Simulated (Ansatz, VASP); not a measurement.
**Two plane-wave programs on Cu5Pt**

```
CELL_PARAMETERS angstrom
5.52398 0.00000 0.00000
0.00000 5.52398 0.00000
0.00000 0.00000 4.61800
ATOMIC_POSITIONS crystal
Cu 0.78964 0.78964 0.50000
Cu 0.21036 0.21036 0.50000
Cu 0.21036 0.78964 0.50000
Cu 0.78964 0.21036 0.50000
Cu 0.50000 0.50000 0.50000
Pt 0.50000 0.50000 0.00000
```

Alike in both runs: functional PBE; k mesh 8 × 8 × 8; occupations gaussian, width 0.1 eV; no spin polarisation.

Ansatz relaxed the structure, and its values are those at the end. VASP's run is a single point on that final structure, the one shown.

|  | VASP | Ansatz |
| --- | --- | --- |
| version | VASP 6.6.1 | Ansatz 0.2.0 |
| potentials or method | VASP PAW PBE potentials, release 64 (Cu, Pt), cutoff 520 eV | scalar-relativistic, plane waves, PAW |
| valence electrons in the cell | 65 | 113 |

```tsv
	VASP	Ansatz	Ansatz less VASP
gap on the k mesh at the Fermi level (eV)	none	none	-
pressure (GPa)	0.1	0.0	-0.14
```

A gap of «none» marks a metal or a gap that the smearing closes. VASP's potentials hold 65 valence electrons a cell and Ansatz's 113, so a difference there can come from the potentials and not from the codes.

Neither program's run includes spin-orbit coupling.
